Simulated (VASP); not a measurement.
Set up this calculation in VASP 6.6.1, as the native input.

| Property | Result |
| --- | --- |
| Task | single point |
| Functional | r2SCAN |
| Potentials or basis | VASP PAW PBE potentials, release 64 (W_sv, C) |
| Cutoff | 520 eV |
| k mesh | 11 × 11 × 10 |
| Occupations | fermi-dirac, width 0.05 eV |
| Spin | no spin polarisation |
| Dipole correction | no |
| Further INCAR settings | ALGO = Normal; EDIFF = 1e-06; NBANDS = 16 |

The system is WC (Qusongite).

```
W C
1.0
     2.90650    0.00000    0.00000
    -1.45325    2.51710    0.00000
     0.00000    0.00000    2.83660
W C
1 1
Direct
  0.00000 0.00000 0.00000
  0.66667 0.33333 0.50000
```

The input as run:

POSCAR

```
WC
1.0
    2.9065000000      0.0000000000      0.0000000000
   -1.4532500000      2.5171030000      0.0000000000
    0.0000000000      0.0000000000      2.8366000000
W C
1 1
Direct
    0.0000000000      0.0000000000      0.0000000000
    0.6666666667      0.3333333333      0.5000000000
```

INCAR.step1

```
SYSTEM = WC
ALGO = Normal ; EDIFF = 1E-4
ENCUT = 520 ; GGA = PE
ISMEAR = -1 ; LASPH = .TRUE.
LCHARG = .FALSE. ; LREAL = .FALSE.
LWAVE = .TRUE. ; NBANDS = 16
NELM = 100 ; PREC = Accurate
SIGMA = 0.05
```

INCAR.step2

```
SYSTEM = WC
ALGO = Normal ; EDIFF = 1E-6
ENCUT = 520 ; ISIF = 2
ISMEAR = -1 ; ISTART = 1
LASPH = .TRUE. ; LCHARG = .TRUE.
LELF = .TRUE. ; LMIXTAU = .TRUE.
LREAL = .FALSE. ; LVHAR = .TRUE.
LWAVE = .FALSE. ; METAGGA = R2SCAN
NBANDS = 16 ; NELM = 100
PREC = Accurate ; SIGMA = 0.05
```

KPOINTS

```
k-points
0
G
  11 11 10
  0 0 0
```

Potentials or basis: VASP PAW PBE potentials, release 64 (W_sv, C).

Run with:

```bash
$ cat potpaw_PBE.64/W_sv/POTCAR potpaw_PBE.64/C/POTCAR > POTCAR
$ cp INCAR.step1 INCAR
$ mpirun -np 1 vasp_std > vasp.out
$ cp INCAR.step2 INCAR
$ mpirun -np 1 vasp_std > vasp.out
```

Results of the run:

```
Pressure               : 3.4 GPa
Band gap on the k mesh : zero (band 9 reaches 11.63 eV, above the bottom of band 10 at 10.39 eV)
```

Caveat: the PAW data sets were made with another functional, which shifts forces and pressure a little; spin-orbit coupling is left out, which moves the levels of the heavy elements.

It took 2.1 min on 1 thread of AMD EPYC 7R43 64-Core Processor (Zen 3), on a shared host, peak memory 0.13 GiB.
